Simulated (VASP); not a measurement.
# Al in VASP: single point with PBEsol+D4

Aim: the single point of Al with PBEsol+D4.

Program: VASP 6.6.1. These are calculated values, not measurements. Logs are shortened: lines on timing, memory, paths and dates and some standing lists are left out, and cuts for length are marked.

### Step 1. The cell of the first run

The cell holds a slab with vacuum, 9 atoms: a = 4.879 Å, b = 4.879 Å, c = 21.500 Å, α = 90.00°, β = 90.00°, γ = 120.00°.

### Step 2. Single point, PBEsol+D4

File INCAR:

```
  ALGO = Normal
  DIPOL = 0.5 0.5 0.434
  EDIFF = 1E-6
  ENCUT = 400
  GGA = PS
  GGA_COMPAT = False
  IDIPOL = 3
  ISIF = 2
  ISMEAR = 1
  IVDW = 13
  LASPH = True
  LCHARG = False
  LDIPOL = True
  LREAL = False
  LWAVE = False
  NBANDS = 24
  NELM = 120
  NELMDL = -8
  PREC = Accurate
  SIGMA = 0.1
```

File KPOINTS:

```
k-points
0
Gamma
  9 9 1
```

File POSCAR:

```
Al
1.0
    4.2250732529      2.4393471799      0.0000000000
   -4.2250732529      2.4393471799      0.0000000000
    0.0000000000      0.0000000000     21.4996809414
Al
9
Direct
   -0.0000003333     -0.0000003333      0.3255862270
    0.3333333333      0.6666670000      0.3255862270
    0.6666670000      0.3333333333      0.3255862270
    0.3333333333      0.9995245641      0.4336433768
    0.6671421026      0.6671421026      0.4336433768
   -0.0004754359      0.3333333333      0.4336433768
    0.6666666667      1.0000000000      0.5417257516
    0.0000000000      0.6666666667      0.5417257516
    0.3333333333      0.3333333333      0.5414809029
```

Potentials or basis: VASP PAW PBE potentials, release 64 (Al).

The run is started by

```
cat potpaw_PBE.64/Al/POTCAR > POTCAR
mpirun -np 1 vasp_std > vasp.out
```

OUTCAR:

```text
EDIFF = 1E-6
   ENCUT = 400
   GGA = PS
   ISIF = 2
   ISMEAR = 1
   IVDW = 13
   LASPH = True
   LREAL = False
   NELM = 120
   NELMDL = -8
   PREC = Accurate

 ion  position               nearest neighbor table
   1  1.000  1.000  0.326-   2 2.82   3 2.82   3 2.82   2 2.82   3 2.82   2 2.82   5 2.83   4 2.84
                             6 2.84
   2  0.333  0.667  0.326-   3 2.82   3 2.82   1 2.82   1 2.82   1 2.82   3 2.82   4 2.83   6 2.84
                             5 2.84
   3  0.667  0.333  0.326-   2 2.82   2 2.82   1 2.82   1 2.82   1 2.82   2 2.82   6 2.83   4 2.84
                             5 2.84
   4  0.333  1.000  0.434-   5 2.81   6 2.81   6 2.81   5 2.81   6 2.82   5 2.82   9 2.83   2 2.83
                             8 2.84   7 2.84   1 2.84   3 2.84
   5  0.667  0.667  0.434-   4 2.81   6 2.81   4 2.81   6 2.81   4 2.82   6 2.82   9 2.83   1 2.83
                             8 2.84   7 2.84   3 2.84   2 2.84
   6  1.000  0.333  0.434-   5 2.81   4 2.81   4 2.81   5 2.81   4 2.82   5 2.82   9 2.83   3 2.83
                             7 2.84   8 2.84   1 2.84   2 2.84
   7  0.667  0.000  0.542-   8 2.82   8 2.82   8 2.82   9 2.82   9 2.82   9 2.82   6 2.84   5 2.84
                             4 2.84
   8  0.000  0.667  0.542-   7 2.82   7 2.82   7 2.82   9 2.82   9 2.82   9 2.82   4 2.84   5 2.84
                             6 2.84
   9  0.333  0.333  0.541-   8 2.82   7 2.82   8 2.82   7 2.82   7 2.82   8 2.82   4 2.83   6 2.83
                             5 2.83

  LATTYP: Found a hexagonal cell.
 ALAT       =     4.8786943598
 C/A-ratio  =     4.4068513737

  Lattice vectors:

 A1 = (   4.2250732529,   2.4393471799,   0.0000000000)
 A2 = (  -4.2250732529,   2.4393471799,   0.0000000000)
 A3 = (   0.0000000000,   0.0000000000,  21.4996809414)

Analysis of symmetry for initial positions (statically):
=====================================================================
 Subroutine PRICEL returns:
 Original cell was already a primitive cell.

 Routine SETGRP: Setting up the symmetry group for a
 hexagonal supercell.

 Subroutine GETGRP returns: Found  6 space group operations
 (whereof  2 operations were pure point group operations)
 out of a pool of 24 trial point group operations.

The static configuration has the point symmetry C_1h.
 The point group associated with its full space group is C_3v.

Analysis of symmetry for dynamics (positions and initial velocities):
=====================================================================
 Subroutine PRICEL returns:
 Original cell was already a primitive cell.

 Routine SETGRP: Setting up the symmetry group for a
 hexagonal supercell.

 Subroutine GETGRP returns: Found  6 space group operations
 (whereof  2 operations were pure point group operations)
 out of a pool of 24 trial point group operations.

The dynamic configuration has the point symmetry C_1h.
 The point group associated with its full space group is C_3v.

 Subroutine INISYM returns: Found  6 space group operations
 (whereof  2 operations are pure point group operations),
 and found     1 'primitive' translations

----------------------------------------------------------------------------------------

                                     Primitive cell

  volume of cell :     443.1695

  direct lattice vectors                    reciprocal lattice vectors
     4.225073253  2.439347180  0.000000000     0.118341143  0.204972873  0.000000000
    -4.225073253  2.439347180  0.000000000    -0.118341143  0.204972873  0.000000000
     0.000000000  0.000000000 21.499680941     0.000000000  0.000000000  0.046512318

  length of vectors
     4.878694360  4.878694360 21.499680941     0.236682287  0.236682287  0.046512318

  position of ions in fractional coordinates (direct lattice)
     0.999999667  0.999999667  0.325586227
     0.333333333  0.666667000  0.325586227
     0.666667000  0.333333333  0.325586227
     0.333333333  0.999524564  0.433643377
     0.667142103  0.667142103  0.433643377
     0.999524564  0.333333333  0.433643377
     0.666666667  0.000000000  0.541725752
     0.000000000  0.666666667  0.541725752
     0.333333333  0.333333333  0.541480903

  ion indices of the primitive-cell ions
   primitive index   ion index
                 1           1
                 2           2
                 3           3
                 4           4
                 5           5
                 6           6
                 7           7
[... 22 lines left out ...]
     0.000000000  0.000000000  0.000000000

 Subroutine IBZKPT returns following result:
 ===========================================

 Found     12 irreducible k-points:

 Following reciprocal coordinates:
            Coordinates               Weight
  0.000000  0.000000  0.000000      1.000000
  0.111111 -0.000000  0.000000      6.000000
  0.222222 -0.000000  0.000000      6.000000
  0.333333 -0.000000  0.000000      6.000000
  0.444444 -0.000000  0.000000      6.000000
  0.111111  0.111111  0.000000      6.000000
  0.222222  0.111111  0.000000     12.000000
  0.333333  0.111111  0.000000     12.000000
  0.444444  0.111111  0.000000      6.000000
  0.222222  0.222222  0.000000      6.000000
  0.333333  0.222222  0.000000     12.000000
  0.333333  0.333333  0.000000      2.000000
   k-points           NKPTS =     12   k-points in BZ     NKDIM =     12   number of bands    NBANDS=     24
   number of dos      NEDOS =    301   number of ions     NIONS =      9
   total plane-waves  NPLWV = 143360
   dimension x,y,z NGX =    32 NGY =   32 NGZ =  140
   dimension x,y,z NGXF=    64 NGYF=   64 NGZF=  280
   ions per type =               9
   NGX,Y,Z   is equivalent  to a cutoff of  10.90, 10.90, 10.83 a.u.
   NGXF,Y,Z  is equivalent  to a cutoff of  21.81, 21.81, 21.65 a.u.
 SYSTEM =  unknown system
   PREC   = accura    normal or accurate (medium, high low for compatibility)
   ISTART =      0    job   : 0-new  1-cont  2-samecut
   ICHARG =      2    charge: 1-file 2-atom 10-const
   ISPIN  =      1    spin polarized calculation?
   LNONCOLLINEAR =      F non collinear calculations
   LSORBIT =      F    spin-orbit coupling
   LASPH  =      T    aspherical Exc in radial PAW
   ENCUT  =  400.0 eV  29.40 Ry    5.42 a.u.   7.96  7.96 35.06*2*pi/ulx,y,z
   NELM   =    120;   NELMIN=  2; NELMDL= -8     # of ELM steps
   EDIFF  = 0.1E-05   stopping-criterion for ELM
   LREAL  =      F    real-space projection
   EDIFFG = 0.1E-04   stopping-criterion for IOM
   NSW    =      0    number of steps for IOM
   IBRION =     -1    ionic relax: 0-MD 1-quasi-New 2-CG
   NFREE  =      0    steps in history (QN), initial steepest desc. (CG)
   ISIF   =      2    stress and relaxation
   ISYM   =      2    0-nonsym 1-usesym 2-fastsym
   POTIM  = 0.5000    time-step for ionic-motion
   TEBEG  =    0.0;   TEEND  =   0.0 temperature during run
   PSTRESS=    0.0 pullay stress
   NELECT =      27.0000    total number of electrons
   NUPDOWN=      -1.0000    fix difference up-down
   EMIN   =  10.00;   EMAX   =-10.00  energy-range for DOS
   EFERMI =   0.00;   METHOD = LEGACY
   ISMEAR =     1;   SIGMA  =   0.10  broadening in eV -4-tet -1-fermi 0-gaus
   EFERMI_NEDOS =   21; number of points for ismear=-14 and -15
   IALGO  =     38    algorithm
   IMIX   =      4    mixing-type and parameters
     AMIX     =   0.40;   BMIX     =  1.00
     AMIX_MAG =   1.60;   BMIX_MAG =  1.00
  volume/ion in A,a.u.               =      49.24       332.30
  Fermi-wavevector in a.u.,A,eV,Ry     =   0.644178  1.217321  5.645952  0.414966
  Thomas-Fermi vector in A             =   1.711421
   LORBIT       =      0    0 simple, 1 ext, 2 COOP (PROOUT), +10 PAW based schemes
   GGA     = PS    functional components
   LHFCALC =     F    Hartree Fock is set to
   AEXX    =    0.0000 exact exchange contribution
   IVDW    =    13    specifies the selected vdW correction
   LEPSILON=     F    determine dielectric tensor
   LRPA    =     F    only Hartree local field effects (RPA)
 non-spin polarized calculation
 Methfessel and Paxton  Order N= 1 SIGMA  =   0.10
  energy-cutoff  :      400.00
  volume of cell :      443.17
 maximum number of plane-waves:      8118
 NGX is ok and might be reduce to    32
   NGX = 15   NGY = 15   NGZ = 71

 dipolmoment           0.000000      0.000000     -0.000003 electrons x Angstroem

 number of electron      27.0000000 magnetization

 dipolmoment           0.000000      0.000000      0.000060 electrons x Angstroem

 Free energy of the ion-electron system (eV)
  ---------------------------------------------------
  ext. energy  EPLUGINS =         0.00000000
  ---------------------------------------------------
  free energy    TOTEN  =       -34.33557704 eV

  energy without entropy =      -34.33134732  energy(sigma->0) =      -34.33416713

 E-fermi :   0.1680     XC(G=0):  -4.1876

 val. band max:        0.1664040526   @ k =   0.3333   0.2222   0.0000
 cond. band min:       0.1964344763   @ k =   0.2222  -0.0000   0.0000
 fundamental gap:      0.0300304236
 Fermi energy:         0.1680460426

 k-point     1 :       0.0000    0.0000    0.0000
  band No.  band energies     occupation
      1     -10.6594      2.00000
      2      -8.9593      2.00000
      3      -6.2959      2.00000
      4      -3.1646      2.00000
      5      -2.7159      2.00000
      6      -2.7095      2.00000
[... 313 lines left out ...]
     23       4.1326      0.00000
     24       4.1356      0.00000

------------------------ aborting loop because EDIFF is reached ----------------------------------------

 vacuum level on the upper side and lower side of the slab       (xc-potential included)        -0.070        -0.079

  DFT-D4 for vdW energy calculation

  Edisp (eV):   -1.20073

  FORCE on cell =-STRESS in cart. coord.  units (eV):
  Direction    XX          YY          ZZ          XY          YZ          ZX
  --------------------------------------------------------------------------------------
  -------------------------------------------------------------------------------------
  Total      -2.83377    -2.83377    -0.19607     0.00000    -0.00000     0.00000
  in kB     -10.24484   -10.24484    -0.70884     0.00000    -0.00000     0.00000
  external pressure =       -7.07 kB  Pullay stress =        0.00 kB

 VOLUME and BASIS-vectors are now :
 -----------------------------------------------------------------------------
  energy-cutoff  :      400.00
  volume of cell :      443.17
      direct lattice vectors                 reciprocal lattice vectors
     4.225073253  2.439347180  0.000000000     0.118341143  0.204972873  0.000000000
    -4.225073253  2.439347180  0.000000000    -0.118341143  0.204972873  0.000000000
     0.000000000  0.000000000 21.499680941     0.000000000  0.000000000  0.046512318

 POSITION                                       TOTAL-FORCE (eV/Angst)
 -----------------------------------------------------------------------------------
      0.00000      4.87869      7.00000         0.000000      0.001736      0.013694
     -1.40836      2.43935      7.00000         0.001504     -0.000868      0.013694
      1.40836      2.43935      7.00000        -0.001504     -0.000868      0.013694
     -2.81471      3.25130      9.32319        -0.011870      0.006853     -0.003682
      0.00000      3.25478      9.32319         0.000000     -0.013706     -0.003682
      2.81471      3.25130      9.32319         0.011870      0.006853     -0.003682
      2.81672      1.62623     11.64693         0.000000     -0.000000     -0.013482
     -2.81672      1.62623     11.64693         0.000000     -0.000000     -0.013482
      0.00000      1.62623     11.64167         0.000000      0.000000     -0.003074
 -----------------------------------------------------------------------------------
    total drift:                                0.000000      0.000001     -0.000056

  FREE ENERGIE OF THE ION-ELECTRON SYSTEM (eV)
  ---------------------------------------------------
  free  energy   TOTEN  =       -35.5363069507 eV

  energy  without entropy=      -35.5320772262  energy(sigma->0) =      -35.53489704

 vacuum level on the upper side and lower side of the slab         3.957         3.949
```

Run time: 2.5 min. Hardware: 1 thread of Intel Xeon Platinum 8175M at 2.50GHz (Skylake/Cascade Lake), shared host; peak memory 0.39 GiB.

What came out:

```yaml
Free_energy: -35.5363 eV
Largest_force: 0.014 eV/Å
Band_gap_on_the_k_mesh: zero (an odd number of electrons rules out a gap without spin polarisation)
Dispersion_energy_per_atom: -0.133 eV
```

Forces in eV/Å, atoms in the order of the input:
```
Al   0.000  0.002  0.014
Al   0.002 -0.001  0.014
Al  -0.002 -0.001  0.014
Al  -0.012  0.007 -0.004
Al   0.000 -0.014 -0.004
Al   0.012  0.007 -0.004
Al   0.000  0.000 -0.013
Al   0.000  0.000 -0.013
Al   0.000  0.000 -0.003
```

Levels at points of the mesh, in eV from the Fermi level:
```tsv
k point	band 12	band 13	band 14	band 15	band 16	band 17
(0.00, 0.00, 0.00)	-1.75	-0.93	-0.93	-0.93	-0.93	0.20
```

Caveat: the PAW data sets were made with another functional, which shifts forces and pressure a little.
